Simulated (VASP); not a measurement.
# VPt (P4/mmm) in VASP: a series of runs

The runs below take VPt through single point, with LDA.

Everything below comes from runs of VASP 6.6.1. Logs are shortened: lines on timing, memory, paths and dates and some standing lists are left out, and cuts for length are marked.

## 1. The cell of the first run

Symmetry: P4/mmm, No. 123, tetragonal system. The conventional cell has a = 2.694 Å, b = 2.694 Å, c = 3.880 Å, α = 90.00°, β = 90.00°, γ = 90.00°. V (site symmetry 4/mmm) has 4 V at 2.69 Å and 8 Pt at 2.72 Å within 3.6 Å. Pt (site symmetry 4/mmm) has 4 Pt at 2.69 Å and 8 V at 2.72 Å within 3.6 Å.

## 2. Single point, LDA, collinear spin, ferromagnetic start

INCAR

```
  ALGO = Normal
  EDIFF = 1E-6
  ENCUT = 520
  ISIF = 2
  ISMEAR = -1
  ISPIN = 2
  LASPH = T
  LCHARG = F
  LMAXMIX = 4
  LORBIT = 11
  LREAL = F
  LWAVE = F
  MAGMOM = 2 0
  NBANDS = 22
  NELM = 150
  PREC = Accurate
  SIGMA = 0.1
```

KPOINTS

```
k-points
0
Gamma
  11 11 8
```

POSCAR

```
VPt
1.0
    2.6940770000      0.0000000000      0.0000000000
    0.0000000000      2.6940770000      0.0000000000
    0.0000000000      0.0000000000      3.8800000000
V Pt
1 1
Direct
    0.5000000000      0.5000000000      0.5000000000
    0.0000000000      0.0000000000      0.0000000000
```

Potentials or basis: VASP PAW LDA potentials, release 64 (V_sv, Pt).

Launch:

```bash
> cat potpaw_LDA.64/V_sv/POTCAR potpaw_LDA.64/Pt/POTCAR > POTCAR
> mpirun -np 1 vasp_std > vasp.out
```

OUTCAR:

```text
EDIFF = 1E-6
   ENCUT = 520
   ISIF = 2
   ISMEAR = -1
   ISPIN = 2
   LASPH = T
   LORBIT = 11
   LREAL = F
   NELM = 150
   PREC = Accurate

 ion  position               nearest neighbor table
   1  0.500  0.500  0.500-   2 2.72   2 2.72   2 2.72   2 2.72   2 2.72   2 2.72   2 2.72   2 2.72

   2  0.000  0.000  0.000-   1 2.72   1 2.72   1 2.72   1 2.72   1 2.72   1 2.72   1 2.72   1 2.72

  LATTYP: Found a simple tetragonal cell.
 ALAT       =     2.6940770000
 C/A-ratio  =     1.4401964012

  Lattice vectors:

 A1 = (   2.6940770000,   0.0000000000,   0.0000000000)
 A2 = (   0.0000000000,   2.6940770000,   0.0000000000)
 A3 = (   0.0000000000,   0.0000000000,   3.8800000000)

Analysis of symmetry for initial positions (statically):
=====================================================================
 Subroutine PRICEL returns:
 Original cell was already a primitive cell.

 Routine SETGRP: Setting up the symmetry group for a
 simple tetragonal supercell.

 Subroutine GETGRP returns: Found 16 space group operations
 (whereof 16 operations were pure point group operations)
 out of a pool of 16 trial point group operations.

The static configuration has the point symmetry D_4h.

Analysis of symmetry for dynamics (positions and initial velocities):
=====================================================================
 Subroutine PRICEL returns:
 Original cell was already a primitive cell.

 Routine SETGRP: Setting up the symmetry group for a
 simple tetragonal supercell.

 Subroutine GETGRP returns: Found 16 space group operations
 (whereof 16 operations were pure point group operations)
 out of a pool of 16 trial point group operations.

The dynamic configuration has the point symmetry D_4h.

Analysis of structural, dynamic, and magnetic symmetry:
=====================================================================
 Subroutine PRICEL returns:
 Original cell was already a primitive cell.

 Routine SETGRP: Setting up the symmetry group for a
 simple tetragonal supercell.

 Subroutine GETGRP returns: Found 16 space group operations
 (whereof 16 operations were pure point group operations)
 out of a pool of 16 trial point group operations.

The overall configuration has the point symmetry D_4h.

 Subroutine INISYM returns: Found 16 space group operations
 (whereof 16 operations are pure point group operations),
 and found     1 'primitive' translations

----------------------------------------------------------------------------------------

                                     Primitive cell

  volume of cell :      28.1612

  direct lattice vectors                    reciprocal lattice vectors
     2.694077000  0.000000000  0.000000000     0.371184639  0.000000000  0.000000000
     0.000000000  2.694077000  0.000000000     0.000000000  0.371184639  0.000000000
     0.000000000  0.000000000  3.880000000     0.000000000  0.000000000  0.257731959

  length of vectors
     2.694077000  2.694077000  3.880000000     0.371184639  0.371184639  0.257731959

  position of ions in fractional coordinates (direct lattice)
     0.500000000  0.500000000  0.500000000
     0.000000000  0.000000000  0.000000000

  ion indices of the primitive-cell ions
   primitive index   ion index
                 1           1
                 2           2

----------------------------------------------------------------------------------------

 KPOINTS: k-points

Automatic generation of k-mesh.
 Grid dimensions read from file:
 generate k-points for:   11   11    8

 Generating k-lattice:

  Cartesian coordinates                     Fractional coordinates (reciprocal lattice)
     0.033744058  0.000000000  0.000000000     0.090909091  0.000000000  0.000000000
     0.000000000  0.033744058  0.000000000     0.000000000  0.090909091  0.000000000
     0.000000000  0.000000000  0.032216495     0.000000000  0.000000000  0.125000000

  Length of vectors
     0.033744058  0.033744058  0.032216495

  Shift w.r.t. Gamma in fractional coordinates (k-lattice)
     0.000000000  0.000000000  0.000000000

 Subroutine IBZKPT returns following result:
 ===========================================

 Found    105 irreducible k-points:

 Following reciprocal coordinates:
            Coordinates               Weight
  0.000000  0.000000  0.000000      1.000000
  0.090909  0.000000  0.000000      4.000000
  0.181818  0.000000  0.000000      4.000000
  0.272727  0.000000  0.000000      4.000000
  0.363636  0.000000  0.000000      4.000000
  0.454545  0.000000  0.000000      4.000000
[... 16 lines left out ...]
  0.090909  0.000000  0.125000      8.000000
  0.181818  0.000000  0.125000      8.000000
 [... further k-points ...]
   k-points           NKPTS =    105   k-points in BZ     NKDIM =    105   number of bands    NBANDS=     22
   number of dos      NEDOS =    301   number of ions     NIONS =      2
   total plane-waves  NPLWV =  12000
   dimension x,y,z NGX =    20 NGY =   20 NGZ =   30
   dimension x,y,z NGXF=    40 NGYF=   40 NGZF=   60
   ions per type =               1   1
   NGX,Y,Z   is equivalent  to a cutoff of  12.34, 12.34, 12.85 a.u.
   NGXF,Y,Z  is equivalent  to a cutoff of  24.68, 24.68, 25.71 a.u.
 SYSTEM =  unknown system
   PREC   = accura    normal or accurate (medium, high low for compatibility)
   ISTART =      0    job   : 0-new  1-cont  2-samecut
   ICHARG =      2    charge: 1-file 2-atom 10-const
   ISPIN  =      2    spin polarized calculation?
   LNONCOLLINEAR =      F non collinear calculations
   LSORBIT =      F    spin-orbit coupling
   LASPH  =      T    aspherical Exc in radial PAW
   ENCUT  =  520.0 eV  38.22 Ry    6.18 a.u.   5.01  5.01  7.21*2*pi/ulx,y,z
   NELM   =    150;   NELMIN=  2; NELMDL= -5     # of ELM steps
   EDIFF  = 0.1E-05   stopping-criterion for ELM
   LREAL  =      F    real-space projection
   EDIFFG = 0.1E-04   stopping-criterion for IOM
   NSW    =      0    number of steps for IOM
   IBRION =     -1    ionic relax: 0-MD 1-quasi-New 2-CG
   NFREE  =      0    steps in history (QN), initial steepest desc. (CG)
   ISIF   =      2    stress and relaxation
   ISYM   =      2    0-nonsym 1-usesym 2-fastsym
   POTIM  = 0.5000    time-step for ionic-motion
   TEBEG  =    0.0;   TEEND  =   0.0 temperature during run
   PSTRESS=    0.0 pullay stress
   NELECT =      23.0000    total number of electrons
   NUPDOWN=      -1.0000    fix difference up-down
   EMIN   =  10.00;   EMAX   =-10.00  energy-range for DOS
   EFERMI =   0.00;   METHOD = LEGACY
   ISMEAR =    -1;   SIGMA  =   0.10  broadening in eV -4-tet -1-fermi 0-gaus
   EFERMI_NEDOS =   21; number of points for ismear=-14 and -15
   IALGO  =     38    algorithm
   IMIX   =      4    mixing-type and parameters
     AMIX     =   0.40;   BMIX     =  1.00
     AMIX_MAG =   1.60;   BMIX_MAG =  1.00
  volume/ion in A,a.u.               =      14.08        95.02
  Fermi-wavevector in a.u.,A,eV,Ry     =   1.530266  2.891783 31.860944  2.341713
  Thomas-Fermi vector in A             =   2.637772
   LORBIT       =     11    0 simple, 1 ext, 2 COOP (PROOUT), +10 PAW based schemes
   GGA     = CA    functional components
   LHFCALC =     F    Hartree Fock is set to
   AEXX    =    0.0000 exact exchange contribution
   IVDW    =     0    specifies the selected vdW correction
   LEPSILON=     F    determine dielectric tensor
   LRPA    =     F    only Hartree local field effects (RPA)
 spin polarized calculation
  energy-cutoff  :      520.00
  volume of cell :       28.16
 maximum number of plane-waves:       771
   NGX = 11   NGY = 11   NGZ = 15

 number of electron      22.9999991 magnetization      -0.0000275

 number of electron      22.9999991 magnetization       0.0003876

 Free energy of the ion-electron system (eV)
  ---------------------------------------------------
  ext. energy  EPLUGINS =         0.00000000
  ---------------------------------------------------
  free energy    TOTEN  =       -18.59056621 eV

  energy without entropy =      -18.53371642  energy(sigma->0) =      -18.56214132

 E-fermi :  11.1209     XC(G=0): -13.5540

 val. band max:       11.0954915489   @ k =   0.2727   0.1818   0.2500
 cond. band min:      11.1223631851   @ k =   0.2727   0.1818   0.3750
 fundamental gap:      0.0268716362
 Fermi energy:        11.1209020459

 spin component 1

 k-point     1 :       0.0000    0.0000    0.0000
  band No.  band energies     occupation
      1     -52.5481      1.00000
      2     -26.9427      1.00000
      3     -26.4928      1.00000
      4     -26.4928      1.00000
      5       1.6518      1.00000
      6       4.5289      1.00000
[... 14 lines left out ...]
     21      31.6324      0.00000
     22      32.1563      0.00000
[... 552 lines left out ...]
  band No.  band energies     occupation
      1     -52.5307      1.00000
      2     -26.9328      1.00000
      3     -26.6295      1.00000
      4     -26.4815      1.00000
      5       2.6703      1.00000
      6       5.0083      1.00000
[... 14 lines left out ...]
     21      28.2956      0.00000
     22      31.3215      0.00000

 [... further k-points ...]

 spin component 2

 k-point     1 :       0.0000    0.0000    0.0000
  band No.  band energies     occupation
      1     -52.5478      1.00000
      2     -26.9425      1.00000
      3     -26.4925      1.00000
      4     -26.4925      1.00000
      5       1.6518      1.00000
      6       4.5289      1.00000
[... 14 lines left out ...]
     21      31.6325      0.00000
     22      32.1563      0.00000
[... 552 lines left out ...]
  band No.  band energies     occupation
      1     -52.5304      1.00000
      2     -26.9326      1.00000
      3     -26.6292      1.00000
      4     -26.4813      1.00000
      5       2.6703      1.00000
      6       5.0083      1.00000
[... 14 lines left out ...]
     21      28.2956      0.00000
     22      31.3215      0.00000

 [... further k-points ...]

------------------------ aborting loop because EDIFF is reached ----------------------------------------

  FORCE on cell =-STRESS in cart. coord.  units (eV):
  Direction    XX          YY          ZZ          XY          YZ          ZX
  --------------------------------------------------------------------------------------
  -------------------------------------------------------------------------------------
  Total       -1.9044609     -1.9044609     -1.7016202      0.0000000     -0.0000000      0.0000000
  in kB     -108.3504953   -108.3504953    -96.8102824      0.0000000     -0.0000000      0.0000000
  external PRESSURE =    -104.5037577 kB  Pullay stress =       0.0000000 kB

 VOLUME and BASIS-vectors are now :
 -----------------------------------------------------------------------------
  energy-cutoff  :      520.00
  volume of cell :       28.16
      direct lattice vectors                 reciprocal lattice vectors
     2.694077000  0.000000000  0.000000000     0.371184639  0.000000000  0.000000000
     0.000000000  2.694077000  0.000000000     0.000000000  0.371184639  0.000000000
     0.000000000  0.000000000  3.880000000     0.000000000  0.000000000  0.257731959

 POSITION                                       TOTAL-FORCE (eV/Angst)
 -----------------------------------------------------------------------------------
      1.34704      1.34704      1.94000         0.000000      0.000000      0.000000
      0.00000      0.00000      0.00000         0.000000      0.000000      0.000000
 -----------------------------------------------------------------------------------
    total drift:                               -0.000000      0.000000      0.000000

  FREE ENERGIE OF THE ION-ELECTRON SYSTEM (eV)
  ---------------------------------------------------
  free  energy   TOTEN  =       -18.5905662127 eV

  energy  without entropy=      -18.5337164194  energy(sigma->0) =      -18.56214132

 total charge

# of ion       s       p       d       tot
------------------------------------------
    1        2.288   6.208   3.032  11.528
    2        0.770   0.781   7.990   9.541
--------------------------------------------------
tot          3.058   6.988  11.023  21.069

 magnetization (x)

# of ion       s       p       d       tot
------------------------------------------
    1        0.000   0.000   0.000   0.000
    2       -0.000  -0.000  -0.000  -0.000
--------------------------------------------------
tot         -0.000   0.000   0.000   0.000
```

Run time: 98 s. Hardware: 1 thread of Intel Xeon Platinum 8259CL at 2.50GHz (Skylake/Cascade Lake), shared host; peak memory 0.21 GiB.

Results:

```yaml
Free_energy: -18.5906 eV
Pressure: -10.5 GPa
Net_moment: 0.00 μB per cell
Valence_electrons_inside_the_program's_atomic_spheres: V 11.53; Pt 9.54
```

Stress tensor (GPa, compression positive):
```
-10.84   0.00   0.00
  0.00 -10.84   0.00
  0.00   0.00  -9.68
```

Levels at points of the mesh, in eV from the Fermi level:
Spin up:
```
           k point  band 9  band 10  band 11  band 12  band 13  band 14  band 15  band 16
(0.00, 0.00, 0.00)   -2.98    -1.27    -1.16     0.13     2.02     2.17     2.17     2.22
(0.00, 0.00, 0.50)   -2.48    -2.48    -1.75    -1.16    -0.19     0.87     0.87     2.04
```
Spin down:
| k point | band 9 | band 10 | band 11 | band 12 | band 13 | band 14 | band 15 | band 16 |
| --- | --- | --- | --- | --- | --- | --- | --- | --- |
| (0.00, 0.00, 0.00) | -2.98 | -1.27 | -1.16 | 0.13 | 2.02 | 2.17 | 2.17 | 2.22 |
| (0.00, 0.00, 0.50) | -2.48 | -2.48 | -1.75 | -1.16 | -0.19 | 0.87 | 0.87 | 2.04 |

Caveat: the cell stands under tension; spin-orbit coupling is left out, which moves the levels of the heavy elements.

## 3. Single point, LDA, collinear spin, ferromagnetic start

INCAR

```
  PREC = Accurate
  ENCUT = 520
  EDIFF = 1E-7
  ISMEAR = -1
  SIGMA = 0.1
  LREAL = False
  LASPH = True
  NELM = 150
  ALGO = Normal
  ISIF = 2
  LWAVE = False
  LCHARG = False
  ISPIN = 2
  MAGMOM = 2 0
  LORBIT = 11
  LMAXMIX = 4
  GGA = CA
  NBANDS = 22
```

KPOINTS

```
Automatic mesh
0
Gamma
  11 11 8
```

POSCAR is that of step 2.

Potentials or basis: VASP PAW LDA potentials, release 64 (V_sv, Pt).

Launch:

```bash
> cat potpaw_LDA.64/V_sv/POTCAR potpaw_LDA.64/Pt/POTCAR > POTCAR
> mpirun -np 1 vasp_std > vasp.out
```

Wall time 99 s (1 thread of Intel Xeon Platinum 8259CL at 2.50GHz (Skylake/Cascade Lake), shared host); peak memory 0.21 GiB.

It converged, with:

| Property | Result |
| --- | --- |
| Free energy | -18.5906 eV |
| Pressure | -10.4 GPa |
| Net moment | 0.00 μB per cell |
| Valence electrons inside the program's atomic spheres | V 11.53; Pt 9.54 |

Stress tensor (GPa, compression positive):
```
-10.82   0.00   0.00
  0.00 -10.82   0.00
  0.00   0.00  -9.67
```

Levels at points of the mesh, in eV from the Fermi level:
Spin up:
```csv
k point,band 8,band 9,band 10,band 11,band 12,band 13,band 14,band 15,band 16,band 17
"(0.00, 0.00, 0.00)",-2.98,-2.98,-1.27,-1.16,0.13,2.02,2.17,2.17,2.22,10.51
"(0.00, 0.00, 0.50)",-3.50,-2.48,-2.48,-1.75,-1.16,-0.19,0.87,0.87,2.04,16.01
```
Spin down:
```
           k point  band 8  band 9  band 10  band 11  band 12  band 13  band 14  band 15  band 16  band 17
(0.00, 0.00, 0.00)   -2.98   -2.98    -1.27    -1.16     0.13     2.02     2.17     2.17     2.22    10.52
(0.00, 0.00, 0.50)   -3.50   -2.48    -2.48    -1.75    -1.16    -0.19     0.87     0.87     2.04    16.01
```

Caveat: the cell stands under tension; spin-orbit coupling is left out, which moves the levels of the heavy elements.
